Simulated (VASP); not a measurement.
Crystal: SnTe.

```
CELL_PARAMETERS angstrom
0.00000 3.61115 3.61115
3.61115 0.00000 3.61115
3.61115 3.61115 0.00000
ATOMIC_POSITIONS crystal
Te 0.25000 0.25000 0.25000
Sn 0.00000 0.00000 0.00000
```

```yaml
Program: VASP 6.6.1
Task: relaxation of cell and atoms
Functional: PBEsol
Potentials_or_basis: VASP PAW PBE potentials, release 64 (Te, Sn_d)
Cutoff: 600 eV
k_mesh: 7 × 7 × 7
Occupations: fermi-dirac, width 0.05 eV
Spin: no spin polarisation
```

At the start: pressure -1.4 GPa; volume 47.09 Å³/atom.

How do energy, volume and symmetry change on relaxing?

Over 3 steps the energy falls by 11.7 meV/atom and the volume is 44.47 Å³/atom (-5.6 %); space group F-43m (No. 216, to 0.05 Å).

Step by step:
```
step  energy change (eV)  largest force (eV/Å)  pressure (GPa)  volume (Å³)
   1              0.0000                0.0000           -1.37        94.18
   2             -0.0234                0.0000            0.04        88.81
   3             -0.0234                0.0000            0.00        88.93
```

Final structure:
```
Te Sn
1.0
     0.00000    3.54279    3.54279
     3.54279    0.00000    3.54279
     3.54279    3.54279    0.00000
Te Sn
1 1
Direct
  0.25000 0.25000 0.25000
  0.00000 0.00000 0.00000
```

Caveat: the PAW data sets were made with another functional, which shifts forces and pressure a little.
